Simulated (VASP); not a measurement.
# Ga2O3 (C2/m) in VASP: a series of runs

Runs on Ga2O3. Level: PBE. Tasks: single point.

Everything below comes from runs of VASP 6.6.1. Logs are shortened: lines on timing, memory, paths and dates and some standing lists are left out, and cuts for length are marked.

### 1 The cell of the first run

Symmetry: C2/m, No. 12, monoclinic system. The conventional cell has a = 11.965 Å, b = 2.975 Å, c = 5.680 Å, α = 90.00°, β = 103.83°, γ = 90.00°. Ga (site symmetry m) has 4 O at 1.81 to 1.83 Å within 2.4 Å. Ga (site symmetry m) has 6 O at 1.90 to 2.01 Å within 2.5 Å. O (site symmetry m) has 3 Ga at 1.81 to 1.92 Å within 2.4 Å. O (site symmetry m) has 4 Ga at 1.83 to 2.01 Å within 2.4 Å. O (site symmetry m) has 3 Ga at 1.82 to 1.90 Å within 2.4 Å.

### 2 Single point, PBE (9.82 Å³/atom)

Contents of INCAR:

```
PREC     = Accurate       # precision mode
ENCUT    = 520            # plane-wave cutoff, eV
EDIFF    = 1E-7           # SCF threshold, eV
ISMEAR   = -1             # smearing method
SIGMA    = 0.02           # smearing width, eV
LREAL    = False          # projectors in reciprocal space
LASPH    = True           # aspherical terms in the spheres
NELM     = 60             # most SCF steps
ALGO     = Normal         # electronic algorithm
ISIF     = 2              # what is computed and relaxed
LWAVE    = False          # write WAVECAR
LCHARG   = False          # write CHGCAR
GGA      = PE             # functional
NBANDS   = 55             # bands
```

Contents of KPOINTS:

```
Automatic mesh
0
Gamma
  10 10 6
```

Contents of POSCAR:

```
Ga2O3
1.0
    5.9823323659     -1.4875504854      0.0000000000
    5.9823323659      1.4875504854      0.0000000000
   -1.3576954693      0.0000000000      5.5150783517
Ga O
4 6
Direct
    0.0929622999      0.0929622999      0.7973278241
    0.9070377001      0.9070377001      0.2026721759
    0.6602101520      0.6602101520      0.3120861468
    0.3397898480      0.3397898480      0.6879138532
    0.1760770487      0.1760770487      0.1088623661
    0.8239229513      0.8239229513      0.8911376339
    0.1702129312      0.1702129312      0.5552696197
    0.8297870688      0.8297870688      0.4447303803
    0.4971356132      0.4971356132      0.2488918254
    0.5028643868      0.5028643868      0.7511081746
```

Potentials or basis: VASP PAW PBE potentials, release 64 (Ga_d, O).

The run is started by

```console
$ cat potpaw_PBE.64/Ga_d/POTCAR potpaw_PBE.64/O/POTCAR > POTCAR
$ mpirun -np 1 vasp_std > vasp.out
```

OUTCAR:

```text
PREC = Accurate
   ENCUT = 520
   EDIFF = 1E-7
   ISMEAR = -1
   LREAL = False
   LASPH = True
   NELM = 60
   ISIF = 2
   GGA = PE

 ion  position               nearest neighbor table
   1  0.093  0.093  0.797-   5 1.81  10 1.82  10 1.82   7 1.83
   2  0.907  0.907  0.203-   6 1.81   9 1.82   9 1.82   8 1.83
   3  0.660  0.660  0.312-   9 1.90   5 1.92   5 1.92   8 1.99   7 2.01   7 2.01
   4  0.340  0.340  0.688-  10 1.90   6 1.92   6 1.92   7 1.99   8 2.01   8 2.01
   5  0.176  0.176  0.109-   1 1.81   3 1.92   3 1.92
   6  0.824  0.824  0.891-   2 1.81   4 1.92   4 1.92
   7  0.170  0.170  0.555-   1 1.83   4 1.99   3 2.01   3 2.01
   8  0.830  0.830  0.445-   2 1.83   3 1.99   4 2.01   4 2.01
   9  0.497  0.497  0.249-   2 1.82   2 1.82   3 1.90
  10  0.503  0.503  0.751-   1 1.82   1 1.82   4 1.90

  LATTYP: Found a base centered monoclinic cell.
 ALAT       =    11.9646647318
 B/A-ratio  =     0.2486572785
 C/A-ratio  =     0.4747093499
 COS(beta)  =    -0.2390419096

  Lattice vectors:

 A1 = (   5.9823323659,  -1.4875504854,   0.0000000000)
 A2 = (   5.9823323659,   1.4875504854,   0.0000000000)
 A3 = (  -1.3576954693,   0.0000000000,   5.5150783517)

Analysis of symmetry for initial positions (statically):
=====================================================================
 Subroutine PRICEL returns:
 Original cell was already a primitive cell.

 Routine SETGRP: Setting up the symmetry group for a
 base centered monoclinic supercell.

 Subroutine GETGRP returns: Found  4 space group operations
 (whereof  4 operations were pure point group operations)
 out of a pool of  4 trial point group operations.

The static configuration has the point symmetry C_2h.

Analysis of symmetry for dynamics (positions and initial velocities):
=====================================================================
 Subroutine PRICEL returns:
 Original cell was already a primitive cell.

 Routine SETGRP: Setting up the symmetry group for a
 base centered monoclinic supercell.

 Subroutine GETGRP returns: Found  4 space group operations
 (whereof  4 operations were pure point group operations)
 out of a pool of  4 trial point group operations.

The dynamic configuration has the point symmetry C_2h.

 Subroutine INISYM returns: Found  4 space group operations
 (whereof  4 operations are pure point group operations),
 and found     1 'primitive' translations

----------------------------------------------------------------------------------------

                                     Primitive cell

  volume of cell :      98.1576

  direct lattice vectors                    reciprocal lattice vectors
     5.982332366 -1.487550485  0.000000000     0.083579442 -0.336123046  0.020575488
     5.982332366  1.487550485  0.000000000     0.083579442  0.336123046  0.020575488
    -1.357695469  0.000000000  5.515078352     0.000000000  0.000000000  0.181321087

  length of vectors
     6.164503790  6.164503790  5.679738217     0.346969128  0.346969128  0.181321087

  position of ions in fractional coordinates (direct lattice)
     0.092962300  0.092962300  0.797327824
     0.907037700  0.907037700  0.202672176
     0.660210152  0.660210152  0.312086147
     0.339789848  0.339789848  0.687913853
     0.176077049  0.176077049  0.108862366
     0.823922951  0.823922951  0.891137634
     0.170212931  0.170212931  0.555269620
     0.829787069  0.829787069  0.444730380
     0.497135613  0.497135613  0.248891825
     0.502864387  0.502864387  0.751108175

  ion indices of the primitive-cell ions
   primitive index   ion index
                 1           1
                 2           2
                 3           3
                 4           4
                 5           5
                 6           6
                 7           7
                 8           8
                 9           9
                10          10

----------------------------------------------------------------------------------------

 KPOINTS: Automatic mesh

Automatic generation of k-mesh.
 Grid dimensions read from file:
 generate k-points for:   10   10    6

 Generating k-lattice:

  Cartesian coordinates                     Fractional coordinates (reciprocal lattice)
     0.008357944 -0.033612305  0.002057549     0.100000000  0.000000000  0.000000000
     0.008357944  0.033612305  0.002057549     0.000000000  0.100000000  0.000000000
     0.000000000  0.000000000  0.030220181     0.000000000  0.000000000  0.166666667

  Length of vectors
     0.034696913  0.034696913  0.030220181

  Shift w.r.t. Gamma in fractional coordinates (k-lattice)
     0.000000000  0.000000000  0.000000000

 Subroutine IBZKPT returns following result:
 ===========================================

 Found    172 irreducible k-points:

 Following reciprocal coordinates:
            Coordinates               Weight
  0.000000  0.000000  0.000000      1.000000
  0.100000 -0.000000 -0.000000      4.000000
[... 46 lines left out ...]
     AMIX_MAG =   1.60;   BMIX_MAG =  1.00
  volume/ion in A,a.u.               =       9.82        66.24
  Fermi-wavevector in a.u.,A,eV,Ry     =   1.578560  2.983046 33.903698  2.491851
  Thomas-Fermi vector in A             =   2.679072
   LORBIT       =      0    0 simple, 1 ext, 2 COOP (PROOUT), +10 PAW based schemes
   GGA     = PE    functional components
   LHFCALC =     F    Hartree Fock is set to
   AEXX    =    0.0000 exact exchange contribution
   IVDW    =     0    specifies the selected vdW correction
   LEPSILON=     F    determine dielectric tensor
   LRPA    =     F    only Hartree local field effects (RPA)
 non-spin polarized calculation
  energy-cutoff  :      520.00
  volume of cell :       98.16
 maximum number of plane-waves:      2673
 NGX is ok and might be reduce to    48
   NGX = 23   NGY = 23   NGZ = 21

 number of electron      87.9999985 magnetization

 Free energy of the ion-electron system (eV)
  ---------------------------------------------------
  ext. energy  EPLUGINS =         0.00000000
  ---------------------------------------------------
  free energy    TOTEN  =       -58.91664283 eV

  energy without entropy =      -58.91664283  energy(sigma->0) =      -58.91664283

 E-fermi :   4.9750     XC(G=0): -12.0196

 val. band max:        4.5564969128   @ k =   0.5000   0.4000   0.5000
 cond. band min:       7.4001654544   @ k =   0.0000   0.0000   0.0000
 fundamental gap:      2.8436685416
 Fermi energy:         4.9749874303

 k-point     1 :       0.0000    0.0000    0.0000
  band No.  band energies     occupation
      1     -14.8257      2.00000
      2     -13.4484      2.00000
      3     -13.4213      2.00000
      4     -13.3372      2.00000
      5     -12.8323      2.00000
      6     -12.8132      2.00000
[... 47 lines left out ...]
     54      17.3417      0.00000
     55      17.3862      0.00000

 k-point     2 :       0.1000   -0.0000   -0.0000
  band No.  band energies     occupation
      1     -14.7385      2.00000
      2     -13.4575      2.00000
      3     -13.3881      2.00000
      4     -13.2749      2.00000
      5     -12.8304      2.00000
      6     -12.8100      2.00000
[... 47 lines left out ...]
     54      16.6556      0.00000
     55      16.7496      0.00000

 k-point     3 :       0.2000   -0.0000   -0.0000
  band No.  band energies     occupation
      1     -14.4922      2.00000
      2     -13.4341      2.00000
      3     -13.3043      2.00000
      4     -13.1703      2.00000
      5     -12.8247      2.00000
      6     -12.7972      2.00000
[... 1152 lines left out ...]
 k-point    23 :       0.3000    0.3000    0.0000
  band No.  band energies     occupation
      1     -14.6570      2.00000
      2     -13.9129      2.00000
      3     -13.4145      2.00000
      4     -13.0926      2.00000
      5     -12.8318      2.00000
      6     -12.7999      2.00000
[... 47 lines left out ...]
     54      17.3335      0.00000
     55      17.5666      0.00000

 k-point    24 :       0.4000    0.3000    0.0000
  band No.  band energies     occupation
      1     -14.5262      2.00000
      2     -13.9436      2.00000
      3     -13.3792      2.00000
      4     -13.0662      2.00000
      5     -12.8271      2.00000
      6     -12.7921      2.00000
[... 47 lines left out ...]
     54      16.3226      0.00000
     55      17.4339      0.00000

 [... further k-points ...]

------------------------ aborting loop because EDIFF is reached ----------------------------------------

  FORCE on cell =-STRESS in cart. coord.  units (eV):
  Direction    XX          YY          ZZ          XY          YZ          ZX
  --------------------------------------------------------------------------------------
  -------------------------------------------------------------------------------------
  Total       12.6359963     14.1546357     14.1412786      0.0000000      0.0000000     -0.0282645
  in kB      206.2510360    231.0390258    230.8210043      0.0000000      0.0000000     -0.4613475
  external PRESSURE =     222.7036887 kB  Pullay stress =       0.0000000 kB

 VOLUME and BASIS-vectors are now :
 -----------------------------------------------------------------------------
  energy-cutoff  :      520.00
  volume of cell :       98.16
      direct lattice vectors                 reciprocal lattice vectors
     5.982332366 -1.487550485  0.000000000     0.083579442 -0.336123046  0.020575488
     5.982332366  1.487550485  0.000000000     0.083579442  0.336123046  0.020575488
    -1.357695469  0.000000000  5.515078352     0.000000000  0.000000000  0.181321087

 POSITION                                       TOTAL-FORCE (eV/Angst)
 -----------------------------------------------------------------------------------
      0.02973      0.00000      4.39733         0.005875      0.000000      0.002493
     10.57723      0.00000      1.11775        -0.005875      0.000000     -0.002493
      7.47548      0.00000      1.72118        -0.018734      0.000000     -0.014286
      3.13149      0.00000      3.79390         0.018734      0.000000      0.014286
      1.95890      0.00000      0.60038         0.022744      0.000000     -0.027513
      8.64807      0.00000      4.91469        -0.022744      0.000000      0.027513
      1.28265      0.00000      3.06236        -0.029336      0.000000      0.015606
      9.32432      0.00000      2.45272         0.029336      0.000000     -0.015606
      5.61014      0.00000      1.37266        -0.003674      0.000000      0.001868
      4.99683      0.00000      4.14242         0.003674      0.000000     -0.001868
 -----------------------------------------------------------------------------------
    total drift:                               -0.000000     -0.000000      0.000000

  FREE ENERGIE OF THE ION-ELECTRON SYSTEM (eV)
  ---------------------------------------------------
  free  energy   TOTEN  =       -58.9166428318 eV

  energy  without entropy=      -58.9166428318  energy(sigma->0) =      -58.91664283
```

Run time: 52 min. Hardware: 1 thread of Intel Xeon 8259CL, shared host; peak memory 0.77 GiB.

Results:

```yaml
Free_energy: -58.9166 eV
Pressure: 22.3 GPa
Largest_force: 0.036 eV/Å
Band_gap_on_the_k_mesh: 2.84 eV (least direct gap 2.85 eV)
```

Forces in eV/Å, atoms in the order of the input:
```
Ga   0.006  0.000  0.002
Ga  -0.006  0.000 -0.002
Ga  -0.019  0.000 -0.014
Ga   0.019  0.000  0.014
O    0.023  0.000 -0.028
O   -0.023  0.000  0.028
O   -0.029  0.000  0.016
O    0.029  0.000 -0.016
O   -0.004  0.000  0.002
O    0.004  0.000 -0.002
```

Caveat: the cell stands under pressure. A k mesh can miss the band edges.

### 3 Single point, PBE (10.02 Å³/atom)

This run uses another cell than the first one, of 10.02 Å³/atom.

Contents of INCAR:

```
SYSTEM = Ga2O3
PREC     = Accurate       ! precision mode
ENCUT    = 520            ! plane-wave cutoff, eV
EDIFF    = 1E-6           ! SCF threshold, eV
ISMEAR   = -1             ! smearing method
SIGMA    = 0.02           ! smearing width, eV
LREAL    = .False.        ! projectors in reciprocal space
LASPH    = .True.         ! aspherical terms in the spheres
NELM     = 80             ! most SCF steps
ALGO     = Normal         ! electronic algorithm
ISIF     = 2              ! what is computed and relaxed
LWAVE    = .False.        ! write WAVECAR
LCHARG   = .False.        ! write CHGCAR
GGA      = PE             ! functional
NBANDS   = 55             ! bands
```

Contents of KPOINTS:

```
Automatic mesh
0
Gamma
  10 10 6
  0 0 0
```

Contents of POSCAR:

```
Ga2O3
1.0
    6.0244628552     -1.4980265382      0.0000000000
    6.0244628552      1.4980265382      0.0000000000
   -1.3672570200      0.0000000000      5.5539182113
Ga O
4 6
Direct
    0.0923705045      0.0923705045      0.7967002602
    0.9076294955      0.9076294955      0.2032997398
    0.6598755993      0.6598755993      0.3125771771
    0.3401244007      0.3401244007      0.6874228229
    0.1736607525      0.1736607525      0.1088109573
    0.8263392475      0.8263392475      0.8911890427
    0.1709195610      0.1709195610      0.5569712978
    0.8290804390      0.8290804390      0.4430287022
    0.4969520277      0.4969520277      0.2507045207
    0.5030479723      0.5030479723      0.7492954793
```

Potentials or basis: VASP PAW PBE potentials, release 64 (Ga_d, O).

The run is started by

```console
$ cat potpaw_PBE.64/Ga_d/POTCAR potpaw_PBE.64/O/POTCAR > POTCAR
$ mpirun -np 1 vasp_std > vasp.out
```

It took 28 min on 1 thread of Oxide Virtual Turin-like, shared host; peak memory 0.76 GiB.

Results (log left out):

```yaml
Free_energy: -59.1768 eV
Pressure: 17.4 GPa
Largest_force: 0.032 eV/Å
Band_gap_on_the_k_mesh: 2.68 eV (least direct gap 2.70 eV)
```

Forces in eV/Å, atoms in the order of the input:
```
Ga   0.021  0.000  0.006
Ga  -0.021  0.000 -0.006
Ga  -0.008  0.000 -0.015
Ga   0.008  0.000  0.015
O    0.017  0.000 -0.027
O   -0.017  0.000  0.027
O   -0.029  0.000  0.014
O    0.029  0.000 -0.014
O    0.001  0.000  0.001
O   -0.001  0.000 -0.001
```

Stress tensor (GPa, compression positive):
```
16.21  0.00  0.10
 0.00 18.03  0.00
 0.10  0.00 17.85
```

Levels at points of the mesh, in eV from the valence-band top:
| k point | band 40 | band 41 | band 42 | band 43 | band 44 | band 45 | band 46 | band 47 | band 48 | band 49 |
| --- | --- | --- | --- | --- | --- | --- | --- | --- | --- | --- |
| (0.00, 0.00, 0.00) | -0.68 | -0.66 | -0.53 | -0.29 | -0.02 | 2.68 | 5.90 | 6.93 | 7.11 | 7.99 |
| (0.50, 0.00, 0.00) | -1.36 | -0.75 | -0.74 | -0.48 | -0.15 | 5.88 | 6.80 | 7.54 | 7.81 | 8.16 |
| (0.50, 0.50, 0.00) | -1.21 | -0.68 | -0.66 | -0.38 | -0.20 | 4.89 | 5.13 | 5.94 | 6.78 | 8.21 |
| (0.00, 0.00, 0.50) | -1.40 | -0.86 | -0.67 | -0.42 | -0.32 | 5.10 | 5.11 | 7.13 | 7.41 | 8.01 |
| (0.50, 0.00, 0.50) | -1.28 | -1.22 | -1.05 | -0.78 | -0.71 | 7.16 | 7.27 | 8.07 | 8.22 | 8.72 |
| (0.50, 0.50, 0.50) | -0.76 | -0.72 | -0.54 | -0.51 | -0.04 | 5.49 | 5.52 | 6.62 | 6.81 | 7.37 |

Caveat: the cell stands under pressure. A k mesh can miss the band edges.

### 4 Single point, PBE (z stretched by -1 %, then relaxed in part)

Contents of INCAR:

```
SYSTEM = Ga2O3
PREC     = Accurate       ! precision mode
ENCUT    = 520            ! plane-wave cutoff, eV
EDIFF    = 1E-6           ! SCF threshold, eV
ISMEAR   = -1             ! smearing method
SIGMA    = 0.02           ! smearing width, eV
LREAL    = .FALSE.        ! projectors in reciprocal space
LASPH    = .TRUE.         ! aspherical terms in the spheres
NELM     = 80             ! most SCF steps
ALGO     = Normal         ! electronic algorithm
ISIF     = 2              ! what is computed and relaxed
LWAVE    = .FALSE.        ! write WAVECAR
LCHARG   = .FALSE.        ! write CHGCAR
GGA      = PE             ! functional
NBANDS   = 55             ! bands
```

Contents of KPOINTS:

```
Automatic mesh
0
G
  10 10 6
  0 0 0
```

Contents of POSCAR:

```
Ga2O3
1.0
    6.1070000000     -1.5185500000      0.0000000000
    6.1070000000      1.5185500000      0.0000000000
   -1.3859888959      0.0000000000      5.5737086506
Ga O
4 6
Direct
    0.0904023128      0.0904023128      0.7938660706
    0.9095976872      0.9095976872      0.2061339294
    0.6596729792      0.6596729792      0.3122118704
    0.3403270208      0.3403270208      0.6877881296
    0.1696028297      0.1696028297      0.1078172422
    0.8303971703      0.8303971703      0.8921827578
    0.1721432707      0.1721432707      0.5596269345
    0.8278567293      0.8278567293      0.4403730655
    0.4972449421      0.4972449421      0.2539062761
    0.5027550579      0.5027550579      0.7460937239
```

The run is started by

```console
$ cat potpaw_PBE.64/Ga_d/POTCAR potpaw_PBE.64/O/POTCAR > POTCAR
$ mpirun -np 1 vasp_std > vasp.out
```

It took 41 min on 1 thread of Oxide Virtual Turin-like, shared host; peak memory 0.77 GiB.

The run converged. Its results:

```
Free energy            : -59.4501 eV
Pressure               : 11.0 GPa
Largest force          : 0.027 eV/Å
Band gap on the k mesh : 2.44 eV (least direct gap 2.45 eV)
```

Forces in eV/Å, atoms in the order of the input:
```
Ga   0.009  0.000 -0.004
Ga  -0.009  0.000  0.004
Ga  -0.004  0.000 -0.016
Ga   0.004  0.000  0.016
O    0.019  0.000 -0.015
O   -0.019  0.000  0.015
O   -0.025  0.000  0.009
O    0.025  0.000 -0.009
O   -0.011  0.000  0.004
O    0.011  0.000 -0.004
```

Stress tensor (GPa, compression positive):
```
10.14  0.00  0.31
 0.00 10.35  0.00
 0.31  0.00 12.54
```

Levels at points of the mesh, in eV from the valence-band top:
| k point | band 42 | band 43 | band 44 | band 45 | band 46 | band 47 |
| --- | --- | --- | --- | --- | --- | --- |
| (0.00, 0.00, 0.00) | -0.52 | -0.29 | -0.01 | 2.44 | 5.74 | 6.66 |
| (0.50, 0.00, 0.00) | -0.70 | -0.48 | -0.12 | 5.71 | 6.62 | 7.31 |
| (0.50, 0.50, 0.00) | -0.69 | -0.42 | -0.16 | 4.64 | 4.90 | 5.73 |
| (0.00, 0.00, 0.50) | -0.68 | -0.49 | -0.31 | 4.80 | 4.93 | 6.81 |
| (0.50, 0.00, 0.50) | -1.08 | -0.75 | -0.68 | 6.97 | 7.01 | 7.88 |
| (0.50, 0.50, 0.50) | -0.59 | -0.58 | -0.02 | 5.22 | 5.30 | 6.32 |

Caveat: the cell differs from its parent crystal (z stretched by -1 %, then relaxed in part); the cell stands under pressure.

### 5 Summary

| cell | gap on the mesh (eV) | pressure (GPa) | largest force (eV/Å) |
| --- | --- | --- | --- |
| a = 6.165, b = 6.165, c = 5.680 Å, angles 103.4, 103.4, 27.9°, 10 atoms, atomic positions A | 2.84 | 22.3 | 0.04 |
| a = 6.208, b = 6.208, c = 5.720 Å, angles 103.4, 103.4, 27.9°, 10 atoms, atomic positions B | 2.68 | 17.4 | 0.03 |
| a = 6.293, b = 6.293, c = 5.743 Å, angles 103.5, 103.5, 27.9°, 10 atoms, atomic positions C | 2.44 | 11.0 | 0.03 |

Alike in all rows: task single point; level PBE; potentials or basis VASP PAW PBE potentials, release 64 (Ga_d, O); no spin polarisation; k mesh 10 × 10 × 6; cutoff (eV) 520; smearing fermi-dirac 0.02 eV.

Caveats: the cell stands under pressure.

Total energies depend on the potentials used, so only differences within one code and one set of settings carry meaning.
